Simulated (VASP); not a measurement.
Runs of VASP 6.6.1 on Pt. The structure is that of space group Fm-3m (No. 225), or close to it. The cells are those of the table. 

| task | cell | k mesh | cutoff (eV) | smearing | gap on the mesh (eV) | pressure (GPa) |
| --- | --- | --- | --- | --- | --- | --- |
| relaxation of cell and atoms | relaxed to 2 GPa from a = 2.753 Å, angles 60.0°, 1 atom | 18 × 18 × 18 | 600 | gaussian 0.1 eV | none | 2.0 |
| single point | a = 2.764 Å, angles 60.0°, 1 atom | 20 × 20 × 20 | 520 | fermi-dirac 0.15 eV | none | (a) |
| single point | a = 2.769 Å, angles 60.0°, 1 atom | 8 × 8 × 8 | 520 | gaussian 0.1 eV | none | -0.6 |
| single point | a = 2.773 Å, angles 60.0°, 1 atom | 20 × 20 × 20 | 520 | fermi-dirac 0.15 eV | none | -0.4 |
| relaxation of cell and atoms | relaxed to 5 GPa from a = 2.755 Å, angles 60.0°, 1 atom | 18 × 18 × 18 | 600 | gaussian 0.1 eV | none | 5.0 |
| single point | a = 2.755 Å, angles 60.0°, 1 atom | 20 × 20 × 20 | 520 | fermi-dirac 0.15 eV | none | 5.6 |
| single point | a = 2.741 Å, angles 60.0°, 1 atom | 18 × 18 × 18 | 520 | gaussian 0.1 eV | none | (b) |
| relaxation of cell and atoms | relaxed to 40 GPa from a = 2.672 Å, angles 60.0°, 1 atom | 18 × 18 × 18 | 600 | gaussian 0.1 eV | none | 40.0 |

Alike in all rows: level PBEsol; potentials or basis VASP PAW PBE potentials, release 64 (Pt); no spin polarisation.

Problem. Fill in the values left out.

Solution. (a) 2.6; (b) 9.6.

Caveats: the PAW data sets were made with another functional, which shifts forces and pressure a little; spin-orbit coupling is left out, which moves the levels of the heavy elements; the cell is relaxed towards a set pressure, so the enthalpy falls and the energy may rise (some runs).

A k mesh can miss the band edges, and the runs leave out spin-orbit coupling on Pt.

A gap of «none» marks levels without a gap at the run's occupations.
